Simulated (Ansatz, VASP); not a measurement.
**One calculation of LiGeN, two programs**

```
Li Ge N
1.0
     2.95382    0.00000    0.00000
    -1.47691    2.55808    0.00000
     0.00000    0.00000    9.23743
Li Ge N
2 2 2
Cartesian
  1.4769 0.8527 6.8508
  0.0000 1.7054 2.2321
  0.0000 0.0000 4.6057
  0.0000 0.0000 9.2245
  0.0000 1.7054 5.5831
  1.4769 0.8527 0.9644
```

Alike in both runs: task single point; functional PBE; k mesh 9 × 9 × 2; no spin polarisation.

|  | VASP | Ansatz |
| --- | --- | --- |
| version | VASP 6.6.1 | Ansatz 0.2.0 |
| potentials or method | VASP PAW PBE potentials, release 64 (Li_sv, Ge_d, N) | plane waves, PAW |
| plane-wave cutoff (eV) | 520 | 420 |
| occupations | gaussian, width 0.01 eV | fixed |
| valence electrons in the cell | 44 | 44 |

VASP gave:

| Quantity | Value |
| --- | --- |
| gap on the k mesh at the Fermi level (eV) | 1.76 |
| rms of the force components (eV/Å) | 0.246 |

Q: Which values does Ansatz return?

A: gap on the k mesh at the Fermi level (eV): 1.75; rms of the force components (eV/Å): 0.241.

Atom by atom the forces differ by 0.005 eV/Å (rms over components).

Noted on VASP's run: the cutoff is under 1.25 times that of the potentials, so the pressure is a little rough.
